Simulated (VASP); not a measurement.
The system is MgI2.

```
CELL_PARAMETERS angstrom
4.15721 0.00000 0.00000
-2.07861 3.60025 0.00000
0.00000 0.00000 6.87333
ATOMIC_POSITIONS crystal
Mg 0.00000 0.00000 0.00000
I 0.33333 0.66667 0.24262
I 0.66667 0.33333 0.75738
```

Base run:

- Program: VASP 6.6.1
- Functional: PBE
- Potentials or basis: VASP PAW PBE potentials, release 64 (Mg, I)
- Cutoff: 520 eV
- k mesh: 12 × 12 × 4
- Occupations: gaussian, width 0.01 eV
- Spin: no spin polarisation

Its results: band gap on the k mesh 3.51 eV (least direct gap 3.68 eV); pressure 1.1 GPa.

The run is repeated on the same cell with these changes: functional from PBE to r2SCAN. What comes out?

Band gap on the k mesh 4.10 eV (least direct gap 4.48 eV); pressure 0.5 GPa.

Caveats: spin-orbit coupling is left out, which moves the levels of the heavy elements; this functional lacks dispersion, which binds the layers, so the pressure and a relaxed spacing across them are unreliable (at least some runs); the PAW data sets were made with another functional, which shifts forces and pressure a little (at least some runs).

A k mesh can miss the band edges.
